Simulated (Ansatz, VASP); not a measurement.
Two plane-wave programs on Sb

File INCAR:

```
PREC = Accurate ; ENCUT = 520
EDIFF = 1E-6 ; ISMEAR = 0
SIGMA = 0.15 ; LREAL = False
LASPH = True ; NELM = 80
ALGO = Normal ; ISIF = 2
LWAVE = False ; LCHARG = False
GGA = PS ; NBANDS = 12
```

Contents of KPOINTS:

```
Automatic mesh
0
Gamma
  12 12 12
```

POSCAR

```
Sb
1.0
    2.2151183419      1.2788991710      3.6316800000
   -2.2151183419      1.2788991710      3.6316800000
    0.0000000000     -2.5577983420      3.6316800000
Sb
2
Direct
    0.2336400000      0.2336400000      0.2336400000
    0.7663600000      0.7663600000      0.7663600000
```

Input for Ansatz:

```yaml
crystal:
  lattice:
    - [2.2151183419, 1.278899171, 3.63168]
    - [-2.2151183419, 1.278899171, 3.63168]
    - [0.0, -2.557798342, 3.63168]
  atoms:
    - { symbol: Sb, position: [0.23364, 0.23364, 0.23364] }
    - { symbol: Sb, position: [0.76636, 0.76636, 0.76636] }
basis:
  ecutwfc: 420
kpoints:
  mp_grid: { grid: [12, 12, 12] }
hamiltonian:
  xc: pbesol
scf:
  occupations: { method: gaussian, width: 0.15 }
output:
  forces: true
  stress: true
  eigenvalues: true
```

Change from the starting cell: strain +0.030 along x and y, -0.030 along z, atoms carried along.

Alike in both runs: task single point; functional PBEsol; k mesh 12 × 12 × 12; occupations gaussian, width 0.15 eV; no spin polarisation.

```csv
,VASP,Ansatz
version,VASP 6.6.1,Ansatz 0.2.0
potentials or method,"VASP PAW PBE potentials, release 64 (Sb), cutoff 520 eV","scalar-relativistic, plane waves, PAW"
valence electrons in the cell,10,30
```

|  | VASP | Ansatz | Ansatz less VASP |
| --- | --- | --- | --- |
| gap on the k mesh at the Fermi level (eV) | none | none | - |
| pressure (GPa) | -1.5 | -1.7 | -0.14 |
| traceless stress, the component that is largest in VASP (GPa) | 1.45 | 1.51 | +0.058 |
| rms of the force components (eV/Å) | 0.091 | 0.066 | -0.0250 |

VASP's potentials were made for PBE, not for PBEsol. Atom by atom the forces differ by 0.025 eV/Å (rms over components). A gap of «none» marks a metal or a gap that the smearing closes. VASP's potentials hold 10 valence electrons a cell and Ansatz's 30, so a difference there can come from the potentials and not from the codes.

Spin-orbit coupling is off throughout.
